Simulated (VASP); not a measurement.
# Au (Pm-3m) in VASP: relaxation of cell and atoms with PBE

Aim: the relaxation of cell and atoms of Au with PBE.

All numbers are computed with VASP 6.6.1; they aren't measurements. Logs are shortened: lines on timing, memory, paths and dates and some standing lists are left out, and cuts for length are marked.

**1. The cell of the first run**

Symmetry: Pm-3m, No. 221, cubic system. Conventional cell: a = 2.732 Å, b = 2.732 Å, c = 2.732 Å, α = 90.00°, β = 90.00°, γ = 90.00°. Within 3.6 Å of Au (site symmetry m-3m) lie 6 Au at 2.73 Å.

This isn't the form of Au at room conditions, which is fcc.

**2. Relaxation of cell and atoms, PBE**

Contents of INCAR:

```
PREC = Accurate
ENCUT = 600
EDIFF = 1E-6
ISMEAR = 0
SIGMA = 0.1
LREAL = False
LASPH = True
NELM = 60
ALGO = Fast
ISIF = 3
LWAVE = False
LCHARG = False
GGA = PE
IBRION = 2
NSW = 100
EDIFFG = -0.01
```

Contents of KPOINTS:

```
Automatic mesh
0
Gamma
  20 20 20
```

Contents of POSCAR:

```
Au
1.0
    2.7322942307      0.0000000000      0.0000000000
    0.0000000000      2.7322942307      0.0000000000
    0.0000000000      0.0000000000      2.7322942307
Au
1
Direct
    0.0000000000      0.0000000000      0.0000000000
```

Potentials or basis: VASP PAW PBE potentials, release 64 (Au).

On the command line:

```
cat potpaw_PBE.64/Au/POTCAR > POTCAR
mpirun -np 1 vasp_std > vasp.out
```

OUTCAR:

```text
PREC = Accurate
   ENCUT = 600
   EDIFF = 1E-6
   ISMEAR = 0
   LREAL = False
   LASPH = True
   NELM = 60
   ISIF = 3
   GGA = PE
   IBRION = 2
   NSW = 100
   EDIFFG = -0.01

 ion  position               nearest neighbor table
   1  0.000  0.000  0.000-

  LATTYP: Found a simple cubic cell.
 ALAT       =     2.7322942307

  Lattice vectors:

 A1 = (   2.7322942307,   0.0000000000,   0.0000000000)
 A2 = (   0.0000000000,   2.7322942307,   0.0000000000)
 A3 = (   0.0000000000,   0.0000000000,   2.7322942307)

Analysis of symmetry for initial positions (statically):
=====================================================================
 Subroutine PRICEL returns:
 Original cell was already a primitive cell.

 Routine SETGRP: Setting up the symmetry group for a
 simple cubic supercell.

 Subroutine GETGRP returns: Found 48 space group operations
 (whereof 48 operations were pure point group operations)
 out of a pool of 48 trial point group operations.

The static configuration has the point symmetry O_h .

Analysis of symmetry for dynamics (positions and initial velocities):
=====================================================================
 Subroutine PRICEL returns:
 Original cell was already a primitive cell.

 Routine SETGRP: Setting up the symmetry group for a
 simple cubic supercell.

 Subroutine GETGRP returns: Found 48 space group operations
 (whereof 48 operations were pure point group operations)
 out of a pool of 48 trial point group operations.

The dynamic configuration has the point symmetry O_h .

 Subroutine INISYM returns: Found 48 space group operations
 (whereof 48 operations are pure point group operations),
 and found     1 'primitive' translations

----------------------------------------------------------------------------------------

                                     Primitive cell

  volume of cell :      20.3978

  direct lattice vectors                    reciprocal lattice vectors
     2.732294231  0.000000000  0.000000000     0.365992794  0.000000000  0.000000000
     0.000000000  2.732294231  0.000000000     0.000000000  0.365992794  0.000000000
     0.000000000  0.000000000  2.732294231     0.000000000  0.000000000  0.365992794

  length of vectors
     2.732294231  2.732294231  2.732294231     0.365992794  0.365992794  0.365992794

  position of ions in fractional coordinates (direct lattice)
     0.000000000  0.000000000  0.000000000

  ion indices of the primitive-cell ions
   primitive index   ion index
                 1           1

----------------------------------------------------------------------------------------

 KPOINTS: Automatic mesh

Automatic generation of k-mesh.
 Grid dimensions read from file:
 generate k-points for:   20   20   20

 Generating k-lattice:

  Cartesian coordinates                     Fractional coordinates (reciprocal lattice)
     0.018299640  0.000000000  0.000000000     0.050000000  0.000000000  0.000000000
     0.000000000  0.018299640  0.000000000     0.000000000  0.050000000  0.000000000
     0.000000000  0.000000000  0.018299640     0.000000000  0.000000000  0.050000000

  Length of vectors
     0.018299640  0.018299640  0.018299640

  Shift w.r.t. Gamma in fractional coordinates (k-lattice)
     0.000000000  0.000000000  0.000000000

 Subroutine IBZKPT returns following result:
 ===========================================

 Found    286 irreducible k-points:

 Following reciprocal coordinates:
            Coordinates               Weight
  0.000000  0.000000  0.000000      1.000000
  0.050000  0.000000  0.000000      6.000000
  0.100000  0.000000  0.000000      6.000000
  0.150000  0.000000  0.000000      6.000000
  0.200000  0.000000  0.000000      6.000000
  0.250000  0.000000  0.000000      6.000000
[... 16 lines left out ...]
  0.150000  0.100000  0.000000     24.000000
  0.200000  0.100000  0.000000     24.000000
 [... further k-points ...]
   k-points           NKPTS =    286   k-points in BZ     NKDIM =    286   number of bands    NBANDS=      9
   number of dos      NEDOS =    301   number of ions     NIONS =      1
   total plane-waves  NPLWV =  13824
   dimension x,y,z NGX =    24 NGY =   24 NGZ =   24
   dimension x,y,z NGXF=    48 NGYF=   48 NGZF=   48
   ions per type =               1
   NGX,Y,Z   is equivalent  to a cutoff of  14.60, 14.60, 14.60 a.u.
   NGXF,Y,Z  is equivalent  to a cutoff of  29.21, 29.21, 29.21 a.u.
 SYSTEM =  unknown system
   PREC   = accura    normal or accurate (medium, high low for compatibility)
   ISTART =      0    job   : 0-new  1-cont  2-samecut
   ICHARG =      2    charge: 1-file 2-atom 10-const
   ISPIN  =      1    spin polarized calculation?
   LNONCOLLINEAR =      F non collinear calculations
   LSORBIT =      F    spin-orbit coupling
   LASPH  =      T    aspherical Exc in radial PAW
   ENCUT  =  600.0 eV  44.10 Ry    6.64 a.u.   5.46  5.46  5.46*2*pi/ulx,y,z
   NELM   =     60;   NELMIN=  2; NELMDL= -5     # of ELM steps
   EDIFF  = 0.1E-05   stopping-criterion for ELM
   LREAL  =      F    real-space projection
   EDIFFG = -.1E-01   stopping-criterion for IOM
   NSW    =    100    number of steps for IOM
   IBRION =      2    ionic relax: 0-MD 1-quasi-New 2-CG
   NFREE  =      1    steps in history (QN), initial steepest desc. (CG)
   ISIF   =      3    stress and relaxation
   ISYM   =      2    0-nonsym 1-usesym 2-fastsym
   POTIM  = 0.5000    time-step for ionic-motion
   TEBEG  =    0.0;   TEEND  =   0.0 temperature during run
   PSTRESS=    0.0 pullay stress
   NELECT =      11.0000    total number of electrons
   NUPDOWN=      -1.0000    fix difference up-down
   EMIN   =  10.00;   EMAX   =-10.00  energy-range for DOS
   EFERMI =   0.00;   METHOD = LEGACY
   ISMEAR =     0;   SIGMA  =   0.10  broadening in eV -4-tet -1-fermi 0-gaus
   EFERMI_NEDOS =   21; number of points for ismear=-14 and -15
   IALGO  =     68    algorithm
   IMIX   =      4    mixing-type and parameters
     AMIX     =   0.40;   BMIX     =  1.00
     AMIX_MAG =   1.60;   BMIX_MAG =  1.00
  volume/ion in A,a.u.               =      20.40       137.65
  Fermi-wavevector in a.u.,A,eV,Ry     =   1.332534  2.518124 24.159138  1.775647
  Thomas-Fermi vector in A             =   2.461461
   LORBIT       =      0    0 simple, 1 ext, 2 COOP (PROOUT), +10 PAW based schemes
   GGA     = PE    functional components
   LHFCALC =     F    Hartree Fock is set to
   AEXX    =    0.0000 exact exchange contribution
   IVDW    =     0    specifies the selected vdW correction
   LEPSILON=     F    determine dielectric tensor
   LRPA    =     F    only Hartree local field effects (RPA)
 conjugate gradient relaxation of ions
 non-spin polarized calculation
 RMM-DIIS sequential band-by-band and
 Gauss-broadening in eV      SIGMA  =   0.10
  energy-cutoff  :      600.00
  volume of cell :       20.40
 maximum number of plane-waves:       711
 NGX is ok and might be reduce to    24
   NGX = 11   NGY = 11   NGZ = 11

--------------------------------------- Ionic step        1  -------------------------------------------

 number of electron      11.0000002 magnetization

 Free energy of the ion-electron system (eV)
  ---------------------------------------------------
  ext. energy  EPLUGINS =         0.00000000
  ---------------------------------------------------
  free energy    TOTEN  =        -3.02114601 eV

  energy without entropy =       -3.01986813  energy(sigma->0) =       -3.02050707

------------------------ aborting loop because EDIFF is reached ----------------------------------------

  FORCE on cell =-STRESS in cart. coord.  units (eV):
  Direction    XX          YY          ZZ          XY          YZ          ZX
  --------------------------------------------------------------------------------------
  -------------------------------------------------------------------------------------
  Total        0.2358497      0.2358497      0.2358497     -0.0000000      0.0000000      0.0000000
  in kB       18.5252233     18.5252233     18.5252233     -0.0000000      0.0000000      0.0000000
  external PRESSURE =      18.5252233 kB  Pullay stress =       0.0000000 kB
[... 55 lines left out ...]
  energy  without entropy=       -3.0196423491  energy(sigma->0) =       -3.02032860

--------------------------------------- Ionic step        3  -------------------------------------------

 number of electron      11.0000001 magnetization

 Free energy of the ion-electron system (eV)
  ---------------------------------------------------
  ext. energy  EPLUGINS =         0.00000000
  ---------------------------------------------------
  free energy    TOTEN  =        -3.02308387 eV

  energy without entropy =       -3.02178117  energy(sigma->0) =       -3.02243252

 E-fermi :   6.2504     XC(G=0): -11.4305

 val. band max:        6.1888017112   @ k =   0.4000   0.3000   0.0000
 cond. band min:       6.2642316828   @ k =   0.4000   0.3000   0.0500
 fundamental gap:      0.0754299716
 Fermi energy:         6.2504067279

 k-point     1 :       0.0000    0.0000    0.0000
  band No.  band energies     occupation
      1      -1.4697      2.00000
      2       0.6774      2.00000
      3       0.6774      2.00000
      4       4.8437      2.00000
      5       4.8437      2.00000
      6       4.8437      2.00000
      7      20.1300      0.00000
      8      20.1300      0.00000
      9      20.1300      0.00000
[... 265 lines left out ...]
 k-point    24 :       0.2000    0.1000    0.0000
  band No.  band energies     occupation
      1      -0.3969      2.00000
      2       0.9636      2.00000
      3       1.5669      2.00000
      4       4.1347      2.00000
      5       4.3184      2.00000
      6       4.7419      2.00000
      7      15.7718      0.00000
      8      19.6329      0.00000
      9      21.9913      0.00000

 [... further k-points ...]

------------------------ aborting loop because EDIFF is reached ----------------------------------------

  FORCE on cell =-STRESS in cart. coord.  units (eV):
  Direction    XX          YY          ZZ          XY          YZ          ZX
  --------------------------------------------------------------------------------------
  -------------------------------------------------------------------------------------
  Total        0.0089579      0.0089579      0.0089579     -0.0000000     -0.0000000      0.0000000
  in kB        0.6920434      0.6920434      0.6920434     -0.0000000     -0.0000000      0.0000000
  external PRESSURE =       0.6920434 kB  Pullay stress =       0.0000000 kB
[... 16 lines left out ...]
  FREE ENERGIE OF THE ION-ELECTRON SYSTEM (eV)
  ---------------------------------------------------
  free  energy   TOTEN  =        -3.0230838689 eV

  energy  without entropy=       -3.0217811743  energy(sigma->0) =       -3.02243252

 reached required accuracy - stopping structural energy minimisation
```

Run time: 1.7 min. Hardware: 1 thread of Intel Xeon Platinum 8259CL at 2.50GHz (Skylake/Cascade Lake), shared host; peak memory 0.21 GiB.

Results:

```yaml
Free_energy: -3.0231 eV
Relaxed_volume: 20.74 Å³/atom
Relaxed_cell: a = 2.747 Å, b = 2.747 Å, c = 2.747 Å, α = 90.00°, β = 90.00°, γ = 90.00°
Space_group_after_relaxing_to_0.1_Å: Pm-3m (No. 221)
Energy_gained_by_relaxing: 1.9 meV/atom
Ionic_steps: 3
Pressure_after_relaxing: 0.1 GPa
Band_gap_on_the_k_mesh: zero (an odd number of electrons rules out a gap without spin polarisation)
```

Step by step:
```csv
step,energy change (eV),largest force (eV/Å),pressure (GPa),volume (Å³)
1,0.0000,0.0000,1.85,20.40
2,0.0001,0.0000,-1.78,21.10
3,-0.0019,0.0000,0.07,20.74
```

Final structure:
```
Au
1.0
     2.74744    0.00000    0.00000
     0.00000    2.74744    0.00000
     0.00000    0.00000    2.74744
Au
1
Direct
  0.00000 0.00000 0.00000
```

Caveat: spin-orbit coupling is left out, which moves the levels of the heavy elements.
